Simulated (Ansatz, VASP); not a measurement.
Two plane-wave programs on Mo

INCAR

```
PREC = Accurate
ENCUT = 520
EDIFF = 1E-6
ISMEAR = 0
SIGMA = 0.05
LREAL = False
LASPH = True
NELM = 60
ALGO = Fast
ISIF = 2
LWAVE = False
LCHARG = False
GGA = PE
NBANDS = 13
```

File KPOINTS:

```
Automatic mesh
0
Gamma
  18 18 18
```

File POSCAR:

```
Mo
1.0
    0.0000000000      1.9843740664      1.9843740664
    1.9843740664      0.0000000000      1.9843740664
    1.9843740664      1.9843740664      0.0000000000
Mo
1
Direct
    0.0000000000      0.0000000000      0.0000000000
```

Input for Ansatz:

```yaml
crystal:
  lattice:
    - [0.0, 1.9843740664, 1.9843740664]
    - [1.9843740664, 0.0, 1.9843740664]
    - [1.9843740664, 1.9843740664, 0.0]
  atoms:
    - { symbol: Mo, position: [0.0, 0.0, 0.0] }
basis:
  ecutwfc: 420
  ecutrho_ratio: 4
kpoints:
  mp_grid: { grid: [18, 18, 18] }
hamiltonian:
  xc: pbe
scf:
  occupations: { method: gaussian, width: 0.05 }
output:
  forces: true
  stress: true
  eigenvalues: true
```

Alike in both runs: task single point; functional PBE; k mesh 18 × 18 × 18; occupations gaussian, width 0.05 eV; no spin polarisation.

```csv
,VASP,Ansatz
version,VASP 6.6.1,Ansatz 0.2.0
potentials or method,"VASP PAW PBE potentials, release 64 (Mo_sv), cutoff 520 eV","scalar-relativistic, plane waves, PAW"
valence electrons in the cell,14,14
```

|  | VASP | Ansatz | Ansatz less VASP |
| --- | --- | --- | --- |
| gap on the k mesh at the Fermi level (eV) | none | none | - |
| pressure (GPa) | 6.9 | 6.4 | -0.52 |

A gap of «none» marks a metal or a gap that the smearing closes.
